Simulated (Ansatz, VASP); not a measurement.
**CoSn: VASP beside Ansatz**

The input INCAR:

```
SYSTEM = CoSn
PREC = Accurate
ENCUT = 520
EDIFF = 1E-6
ISMEAR = 0
SIGMA = 0.15
LREAL = .FALSE.
LASPH = .TRUE.
NELM = 60
ALGO = Fast
ISIF = 2
LWAVE = .FALSE.
LCHARG = .FALSE.
GGA = PS
NBANDS = 44
```

File KPOINTS:

```
Automatic mesh
0
G
  12 12 12
  0 0 0
```

POSCAR

```
CoSn
1.0
    5.6372930899      0.0000000000      0.0000000000
   -2.8186465450      4.8820390244      0.0000000000
    0.0000000000      0.0000000000      3.8349941347
Co Sn
3 3
Direct
    0.0000000000      0.5000000000      0.0000000000
    0.5000000000      0.5000000000      0.0000000000
    0.5000000000      0.0000000000      0.0000000000
    0.6666666667      0.3333333333      0.5000000000
    0.3333333333      0.6666666667      0.5000000000
    0.0000000000      0.0000000000      0.0000000000
```

Input for Ansatz:

```yaml
crystal:
  lattice:
    - [5.6372930899, 0.0, 0.0]
    - [-2.818646545, 4.8820390244, 0.0]
    - [0.0, 0.0, 3.8349941347]
  atoms:
    - { symbol: Co, position: [0.0, 0.5, 0.0] }
    - { symbol: Co, position: [0.5, 0.5, 0.0] }
    - { symbol: Co, position: [0.5, 0.0, 0.0] }
    - { symbol: Sn, position: [0.6666666667, 0.3333333333, 0.5] }
    - { symbol: Sn, position: [0.3333333333, 0.6666666667, 0.5] }
    - { symbol: Sn, position: [0.0, 0.0, 0.0] }
basis:
  ecutwfc: 420
kpoints:
  mp_grid: { grid: [12, 12, 12] }
hamiltonian:
  xc: pbesol
scf:
  occupations: { method: gaussian, width: 0.15 }
output:
  forces: true
  stress: true
  eigenvalues: true
```

Change from the starting cell: strain +0.080 along x and y, -0.080 along z, atoms carried along.

Alike in both runs: task single point; functional PBEsol; k mesh 12 × 12 × 12; occupations gaussian, width 0.15 eV; no spin polarisation.

|  | VASP | Ansatz |
| --- | --- | --- |
| version | VASP 6.6.1 | Ansatz 0.2.0 |
| potentials or method | VASP PAW PBE potentials, release 64 (Co, Sn_d), cutoff 520 eV | scalar-relativistic, plane waves, PAW |
| valence electrons in the cell | 69 | 93 |

```csv
,VASP,Ansatz,Ansatz less VASP
gap on the k mesh at the Fermi level (eV),none,none,-
pressure (GPa),-5.5,-5.5,0.00
"traceless stress, the component that is largest in VASP (GPa)",15.17,15.32,+0.152
```

VASP's potentials were made for PBE, not for PBEsol. A gap of «none» marks a metal or a gap that the smearing closes. VASP's potentials hold 69 valence electrons a cell and Ansatz's 93, so a difference there can come from the potentials and not from the codes.
